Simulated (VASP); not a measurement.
Here is a VASP 6.6.1 calculation.

File INCAR:

```
SYSTEM = CaS
ALGO = Normal
EDIFF = 1E-6
ENCUT = 500
GGA = RE
GGA_COMPAT = .FALSE.
ISIF = 2
ISMEAR = 0
LASPH = .TRUE.
LCHARG = .FALSE.
LREAL = .FALSE.
LWAVE = .FALSE.
NBANDS = 15
NELM = 120
PREC = Accurate
SIGMA = 0.05
```

The input KPOINTS:

```
k-points
0
G
  8 8 8
  0 0 0
```

Contents of POSCAR:

```
CaS
1.0
    0.0000000000      2.8454433792      2.8454433792
    2.8454433792      0.0000000000      2.8454433792
    2.8454433792      2.8454433792      0.0000000000
Ca S
1 1
Direct
    0.5000000000      0.5000000000      0.5000000000
    0.0000000000      0.0000000000      0.0000000000
```

Potentials or basis: VASP PAW PBE potentials, release 64 (Ca_sv, S).

Launch:

```console
$ cat potpaw_PBE.64/Ca_sv/POTCAR potpaw_PBE.64/S/POTCAR > POTCAR
$ mpirun -np 1 vasp_std > vasp.out
```

Task: What does it give for the pressure?

Result: 2.5 GPa.

Task: Predict the band gap on the k mesh.

Result: 2.44 eV, indirect (least direct gap 3.24 eV).

Caveat: the PAW data sets were made with another functional, which shifts forces and pressure a little. A k mesh can miss the band edges.
